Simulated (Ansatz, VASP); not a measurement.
**One calculation of Ba2H, two programs**

```
CELL_PARAMETERS angstrom
6.85351 0.00000 0.00000
-3.42675 5.93531 0.00000
0.00000 0.00000 7.53925
ATOMIC_POSITIONS crystal
Ba 0.41690 0.26590 0.11960
Ba 0.73410 0.15100 0.78627
Ba 0.84900 0.58310 0.45293
Ba 0.26590 0.41690 0.88040
Ba 0.15100 0.73410 0.21373
Ba 0.58310 0.84900 0.54707
H 0.46870 0.00000 0.66667
H 0.00000 0.46870 0.33333
H 0.53130 0.53130 0.00000
```

Alike in both runs: task single point; functional PBE; k mesh 3 × 3 × 4; occupations gaussian, width 0.1 eV; no spin polarisation.

|  | VASP | Ansatz |
| --- | --- | --- |
| version | VASP 6.6.1 | Ansatz 0.2.0 |
| potentials or method | VASP PAW PBE potentials, release 64 (Ba_sv, H), cutoff 520 eV | scalar-relativistic, plane waves, PAW |
| valence electrons in the cell | 63 | 63 |

VASP gave:

* gap on the k mesh at the Fermi level (eV): none
* pressure (GPa): 18.4
* traceless stress, the component that is largest in VASP (GPa): 2.40
* rms of the force components (eV/Å): 5.120

Task: Which values does Ansatz return?

Result: gap on the k mesh at the Fermi level (eV): none; pressure (GPa): 15.2; traceless stress, the component that is largest in VASP (GPa): 1.83; rms of the force components (eV/Å): 4.211.

Atom by atom the forces differ by 0.910 eV/Å (rms over components). A gap of «none» marks a metal or a gap that the smearing closes.

Neither program's run includes spin-orbit coupling.
